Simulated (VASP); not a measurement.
# Si: electric field gradients with LDA

The system is Si.

```
Si
1.0
     0.02715    2.72905    2.72905
     2.72905    0.02715    2.72905
     2.72905    2.72905    0.02715
Si
2
Direct
  0.50000 0.50000 0.50000
  0.75000 0.75000 0.75000
```

This cell differs from its parent crystal: equal xy, yz and zx shear strains of +1 %.

```yaml
Program: VASP 6.6.1
Task: electric field gradients
Functional: LDA
Potentials_or_basis: VASP PAW LDA potentials, release 64 (Si)
Cutoff: 520 eV
k_mesh: 11 × 11 × 11
Occupations: fermi-dirac, width 0.08 eV
Spin: no spin polarisation
Dipole_correction: no
Further_INCAR_settings: ALGO = Normal; EDIFF = 1e-08; NBANDS = 11
```

```
Pressure               : -1.4 GPa
Largest force          : 0.153 eV/Å
Band gap on the k mesh : 0.47 eV, indirect (least direct gap 2.33 eV)
```

Forces on the atoms (eV/Å):
```
Si   0.088  0.088  0.088
Si  -0.088 -0.088 -0.088
```

Stress tensor (GPa, compression positive):
```
-1.43 -0.99 -0.99
-0.99 -1.43 -0.99
-0.99 -0.99 -1.43
```

Levels at points of the mesh, in eV from the valence-band top:
```
           k point  band 1  band 2  band 3  band 4  band 5  band 6  band 7  band 8
(0.00, 0.00, 0.00)  -11.97   -0.04    0.00    0.00    2.33    2.59    2.59    3.23
```

Electric field gradients, principal values (V/Å²):
| atom | least | middle | greatest (by size) |
| --- | --- | --- | --- |
| 1 Si | -2.063 | -2.063 | 4.127 |
| 2 Si | -2.063 | -2.063 | 4.127 |

Run time: 70 s on 1 thread of Intel(R) Xeon(R) Platinum 8259CL CPU @ 2.50GHz (Skylake/Cascade Lake) (shared host), peak memory 0.17 GiB.

Caveat: the cell differs from its parent crystal (equal xy, yz and zx shear strains of +1 %); without QUAD_EFG the Cq values of the log hold for a quadrupole moment of 1 mb, not for the nuclei. A k mesh can miss the band edges.
